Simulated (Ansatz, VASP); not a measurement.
**Two plane-wave programs on Al**

```
Al
1.0
     0.01892    2.02398    2.02398
     2.04290    0.00000    2.04290
     2.02398    2.02398    0.01892
Al
1
Cartesian
  0.0000 0.0000 0.0000
```

Change from the starting cell: strain +0.0187 x Voigt [0, 0, 0, 0, 1, 0], atoms carried along.

Alike in both runs: task single point; functional PBEsol; k mesh 20 × 20 × 20; occupations gaussian, width 0.15 eV; no spin polarisation.

|  | VASP | Ansatz |
| --- | --- | --- |
| version | VASP 6.6.1 | Ansatz 0.2.0 |
| potentials or method | VASP PAW PBE potentials, release 64 (Al), cutoff 520 eV | scalar-relativistic, plane waves, PAW |
| valence electrons in the cell | 3 | 3 |

|  | VASP | Ansatz | Ansatz less VASP |
| --- | --- | --- | --- |
| gap on the k mesh at the Fermi level (eV) | none | none | - |
| pressure (GPa) | -1.8 | -1.9 | -0.05 |
| traceless stress, the component that is largest in VASP (GPa) | -0.59 | -0.58 | +0.005 |

VASP's potentials were made for PBE, not for PBEsol. A gap of «none» marks a metal or a gap that the smearing closes.
